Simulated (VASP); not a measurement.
# Si16O (a cell with a defect) in VASP: a series of runs, part 2 of 2

VASP 6.6.1.

## (3) Single point, LDA, collinear spin, ferromagnetic start

File INCAR:

```
SYSTEM = Si16O
PREC     = Accurate       ! precision mode
ENCUT    = 520            ! plane-wave cutoff, eV
EDIFF    = 1E-6           ! SCF threshold, eV
ISMEAR   = -1             ! smearing method
SIGMA    = 0.05           ! smearing width, eV
LREAL    = Auto         
LASPH    = .True.         ! aspherical terms in the spheres
NELM     = 150            ! most SCF steps
ALGO     = Normal         ! electronic algorithm
ISIF     = 2              ! what is computed and relaxed
LWAVE    = .False.        ! write WAVECAR
LCHARG   = .False.        ! write CHGCAR
ISPIN    = 2              ! spin polarisation
MAGMOM   = 0 0 0 0 0 0 0 0 0 0 0 0 0 0 0 0 1 ! initial moments
LORBIT   = 11             ! projections on sites
GGA      = CA             ! functional
NBANDS   = 53             ! bands
```

File KPOINTS:

```
regular mesh
0
Gamma
  2 2 2
  0 0 0
```

File POSCAR:

```
Si16O
1.0
    0.0000000000      5.4300000000      5.4300000000
    5.4300000000      0.0000000000      5.4300000000
    5.4300000000      5.4300000000      0.0000000000
Si O
16 1
Direct
   -0.0305801105     -0.0184622468      0.0340239411
    0.1339410681      0.1253222836      0.0964272560
   -0.0325138122      0.1160681400      0.4312246777
    0.1323756906      0.0469797422      0.6672744015
   -0.0003130755      0.4814548803     -0.0023204420
    0.1542081031      0.5881491713      0.1212615101
    0.0393278085      0.4352394107      0.5016298343
    0.0729742173      0.6148526703      0.6252578269
    0.5219521179     -0.0028913444     -0.0200368324
    0.5901381215      0.1583701657      0.1221823204
    0.5034622468      0.0022283610      0.4925598527
    0.5862062615      0.1662799263      0.6024493554
    0.5205156538      0.5330386740     -0.0516942910
    0.6186372007      0.6338674033      0.1110497238
    0.4716758748      0.5476243094      0.4865193370
    0.6816942910      0.6528360958      0.5522651934
    0.9118692449      0.8571178637      0.5425506446
```

Potentials or basis: VASP PAW LDA potentials, release 64 (Si, O).

On the command line:

```sh
$ cat potpaw_LDA.64/Si/POTCAR potpaw_LDA.64/O/POTCAR > POTCAR
$ mpirun -np 1 vasp_std > vasp.out
```

OUTCAR:

```text
SYSTEM = Si16O
   PREC = Accurate
   ENCUT = 520
   EDIFF = 1E-6
   ISMEAR = -1
   LREAL = Auto
   LASPH = .True.
   NELM = 150
   ISIF = 2
   ISPIN = 2
   LORBIT = 11
   GGA = CA

 ion  position               nearest neighbor table
   1  0.969  0.982  0.034-   4 2.33   2 2.36  10 2.40   6 2.50
   2  0.134  0.125  0.096-   3 2.21   5 2.24   1 2.36   9 2.44
   3  0.967  0.116  0.431-  17 1.91   2 2.21   4 2.42  12 2.45   5 3.09   7 3.10
   4  0.132  0.047  0.667-   1 2.33  11 2.39   3 2.42   7 2.45
   5  1.000  0.481  0.998-   2 2.24   8 2.36  14 2.40   6 2.42   3 3.09
   6  0.154  0.588  0.121-  13 2.34   7 2.39   5 2.42   1 2.50
   7  0.039  0.435  0.502-   8 2.19  16 2.34   6 2.39   4 2.45   3 3.10
   8  0.073  0.615  0.625-  17 1.64   7 2.19   5 2.36  15 2.55
   9  0.522  0.997  0.980-  14 2.28  10 2.36  12 2.40   2 2.44
  10  0.590  0.158  0.122-  11 2.34   9 2.36  13 2.38   1 2.40
  11  0.503  0.002  0.493-  16 2.24  12 2.26  10 2.34   4 2.39
  12  0.586  0.166  0.602-  11 2.26  15 2.40   9 2.40   3 2.45  17 2.47
  13  0.521  0.533  0.948-  14 2.29   6 2.34  10 2.38  16 2.49
  14  0.619  0.634  0.111-   9 2.28  13 2.29  15 2.37   5 2.40
  15  0.472  0.548  0.487-  14 2.37  12 2.40  16 2.46   8 2.55
  16  0.682  0.653  0.552-  11 2.24   7 2.34  15 2.46  13 2.49
  17  0.912  0.857  0.543-   8 1.64   3 1.91  12 2.47

  LATTYP: Found a face centered cubic cell.
[... 1036 lines left out ...]
  energy-cutoff  :      520.00
  volume of cell :      320.21
      direct lattice vectors                 reciprocal lattice vectors
     0.000000000  5.430000000  5.430000000    -0.092081031  0.092081031  0.092081031
     5.430000000  0.000000000  5.430000000     0.092081031 -0.092081031  0.092081031
     5.430000000  5.430000000  0.000000000     0.092081031  0.092081031 -0.092081031

 POSITION                                       TOTAL-FORCE (eV/Angst)
 -----------------------------------------------------------------------------------
      5.51450      5.44870     10.59370        -0.329665      0.484335     -0.431961
      1.20410      1.25090      1.40780        -1.644230      0.393659      0.468343
      2.97180      7.59500      5.88370         0.436152      1.646860     -3.169487
      3.87840      4.34210      0.97390        -0.224519     -1.159538      0.890165
      8.03170     10.84570      8.04260         0.783566     -0.849919      0.927187
      3.85210      1.49580      4.03100         0.666504     -0.960269      0.012308
[... 9 lines left out ...]
      6.54370      6.70040      7.24650        -0.214537      0.414347     -2.266041
      7.60020      7.89750      9.60560         0.224235     -0.067204      1.129292
 -----------------------------------------------------------------------------------
    total drift:                                0.003378     -0.003385      0.003618

  FREE ENERGIE OF THE ION-ELECTRON SYSTEM (eV)
  ---------------------------------------------------
  free  energy   TOTEN  =      -100.0169058983 eV

  energy  without entropy=     -100.0009026548  energy(sigma->0) =     -100.00890428

 total charge

# of ion       s       p       d       tot
------------------------------------------
    1        0.759   0.909   0.000   1.667
    2        0.761   0.993   0.000   1.754
    3        0.786   0.847   0.000   1.633
    4        0.772   0.904   0.000   1.676
    5        0.753   0.963   0.000   1.716
    6        0.756   0.898   0.000   1.654
[... 9 lines left out ...]
   16        0.768   0.912   0.000   1.680
   17        1.566   3.498   0.000   5.064
--------------------------------------------------
tot         13.738  18.364   0.000  32.103

 magnetization (x)

# of ion       s       p       d       tot
------------------------------------------
    1       -0.000  -0.000   0.000  -0.000
    2        0.000  -0.000   0.000   0.000
    3        0.000   0.000   0.000   0.000
    4        0.000   0.000   0.000   0.000
    5        0.000   0.000   0.000   0.000
    6        0.000   0.000   0.000   0.000
[... 9 lines left out ...]
   16       -0.000  -0.000   0.000  -0.000
   17       -0.000  -0.000   0.000  -0.000
--------------------------------------------------
tot          0.000   0.000   0.000   0.000
```

OSZICAR:

```text
N       E                     dE             d eps       ncg     rms          rms(c)
DAV:   1     0.181075162768E+03    0.18108E+03   -0.26976E+04  1696   0.109E+03
DAV:   2    -0.827544000374E+02   -0.26383E+03   -0.24805E+03  2050   0.174E+02
DAV:   3    -0.102981942345E+03   -0.20228E+02   -0.19904E+02  2171   0.449E+01
DAV:   4    -0.103392472496E+03   -0.41053E+00   -0.40915E+00  2152   0.763E+00
DAV:   5    -0.103401007672E+03   -0.85352E-02   -0.85306E-02  2139   0.108E+00    0.174E+01
DAV:   6    -0.100413903152E+03    0.29871E+01   -0.77714E+00  2464   0.149E+01    0.982E+00
DAV:   7    -0.100169869577E+03    0.24403E+00   -0.34600E+00  1881   0.594E+00    0.467E+00
DAV:   8    -0.100059947197E+03    0.10992E+00   -0.10720E+00  2200   0.457E+00    0.220E+00
DAV:   9    -0.100017863449E+03    0.42084E-01   -0.18315E-01  2176   0.213E+00    0.915E-01
DAV:  10    -0.100017623245E+03    0.24020E-03   -0.15623E-01  2016   0.149E+00    0.441E-01
DAV:  11    -0.100017152988E+03    0.47026E-03   -0.12731E-02  1947   0.486E-01    0.275E-01
DAV:  12    -0.100016873127E+03    0.27986E-03   -0.43936E-03  2056   0.245E-01    0.107E-01
DAV:  13    -0.100016935547E+03   -0.62420E-04   -0.29521E-04  2075   0.810E-02    0.609E-02
DAV:  14    -0.100016917809E+03    0.17738E-04   -0.30849E-05  2088   0.271E-02    0.338E-02
DAV:  15    -0.100016904504E+03    0.13304E-04   -0.11354E-04  1902   0.457E-02    0.620E-03
DAV:  16    -0.100016905990E+03   -0.14858E-05   -0.17018E-05  1942   0.163E-02    0.508E-03
DAV:  17    -0.100016905898E+03    0.91994E-07   -0.83955E-07  1124   0.356E-03
   1 F= -.10001691E+03 E0= -.10000890E+03  d E =-.160032E-01  mag=    -0.0000
```

stdout:

```text
POSCAR found type information on POSCAR SiO
 POSCAR found :  2 types and      17 ions
 scaLAPACK will be used
 LDA part: xc-table for (Slater(with rela. corr.)+CA(PZ))
 , standard interpolation
 POSCAR, INCAR and KPOINTS ok, starting setup
 FFT: planning ... GRIDC
 FFT: planning ... GRID_SOFT
 FFT: planning ... GRID
 WAVECAR not read
 entering main loop
```

It took 12 min on 1 thread of Intel Xeon 8259CL, shared host; peak memory 0.49 GiB.

Results:

- Free energy: -100.0169 eV
- Pressure: -1.0 GPa
- Largest force: 3.598 eV/Å
- Band gap on the k mesh: 0.15 eV
- Net moment: 0.00 μB per cell
- Valence electrons inside the program's atomic spheres: Si 1.67, 1.75, 1.63, 1.68, 1.72, 1.65, 1.73, 1.70, 1.69 (each value once); O 5.06

Forces in eV/Å, atoms in the order of the input:
```
Si  -0.330  0.484 -0.432
Si  -1.644  0.394  0.468
Si   0.436  1.647 -3.169
Si  -0.225 -1.160  0.890
Si   0.784 -0.850  0.927
Si   0.667 -0.960  0.012
Si  -1.590 -0.601 -0.686
Si   0.877  1.828  1.957
Si   0.602 -1.309  0.294
Si  -0.751  0.295  0.479
Si   0.407 -1.164 -0.132
Si   1.219  0.874  1.483
Si  -0.702 -0.378 -0.378
Si   0.060  1.051  0.058
Si   0.180 -0.497 -0.634
Si  -0.215  0.414 -2.266
O    0.224 -0.067  1.129
```

Stress tensor (GPa, compression positive):
```
 0.92  0.10  1.50
 0.10 -1.40 -1.06
 1.50 -1.06 -2.62
```

Caveat: the k points lie up to 0.50 Å⁻¹ apart; the atoms stand as in a frame of molecular dynamics.
